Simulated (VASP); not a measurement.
Set up this calculation in VASP 6.6.1, as the native input.

- Task: relaxation of cell and atoms
- Functional: PBEsol
- Potentials or basis: VASP PAW PBE potentials, release 64 (C)
- Cutoff: 600 eV
- k mesh: 13 × 13 × 13
- Occupations: fermi-dirac, width 0.05 eV
- Spin: no spin polarisation
- Target pressure: 2 GPa
- Dipole correction: no
- Further INCAR settings: ALGO = Normal; EDIFF = 1e-07; IBRION = 2; EDIFFG = -0.01; NSW = 60; ISIF = 3

The structure of C lies in POSCAR:

```
C
1.0
    0.0000000000      1.7833700000      1.7833700000
    1.7833700000      0.0000000000      1.7833700000
    1.7833700000      1.7833700000      0.0000000000
C
2
Direct
    0.7500000000      0.7500000000      0.7500000000
    0.5000000000      0.5000000000      0.5000000000
```

One way to write it, as run:

INCAR

```
PREC     = Accurate       # precision mode
ENCUT    = 600            # plane-wave cutoff, eV
EDIFF    = 1E-7           # SCF threshold, eV
ISMEAR   = -1             # smearing method
SIGMA    = 0.05           # smearing width, eV
LREAL    = False          # projectors in reciprocal space
LASPH    = True           # aspherical terms in the spheres
NELM     = 80             # most SCF steps
ALGO     = Normal         # electronic algorithm
ISIF     = 3              # what is computed and relaxed
LWAVE    = False          # write WAVECAR
LCHARG   = False          # write CHGCAR
GGA      = PS             # functional
IBRION   = 2              # ionic algorithm
NSW      = 60             # ionic steps
EDIFFG   = -0.01          # ionic threshold
PSTRESS  = 20.0
```

KPOINTS

```
regular mesh
0
Gamma
  13 13 13
```

Potentials or basis: VASP PAW PBE potentials, release 64 (C).

The run is started by

```console
$ cat potpaw_PBE.64/C/POTCAR > POTCAR
$ mpirun -np 1 vasp_std > vasp.out
```

It gave:

| Property | Result |
| --- | --- |
| Relaxed volume | 5.59 Å³/atom |
| Relaxed cell | a = 2.510 Å, b = 2.510 Å, c = 2.510 Å, α = 60.00°, β = 60.00°, γ = 60.00° |
| Space group after relaxing (to 0.05 Å) | Fd-3m (No. 227) |
| Energy change on relaxing (the enthalpy is what falls) | -0.6 meV/atom |
| Ionic steps | 3 |
| Pressure after relaxing | 2.0 GPa |
| Band gap on the k mesh | 4.04 eV, indirect (least direct gap 5.58 eV) |

Caveat: the cell is relaxed towards a set pressure, so the enthalpy falls and the energy may rise; the PAW data sets were made with another functional, which shifts forces and pressure a little.

Wall time 8.6 s on 1 thread of AMD EPYC 9R45 96-Core Processor (Zen 5), on a shared host, peak memory 0.09 GiB.
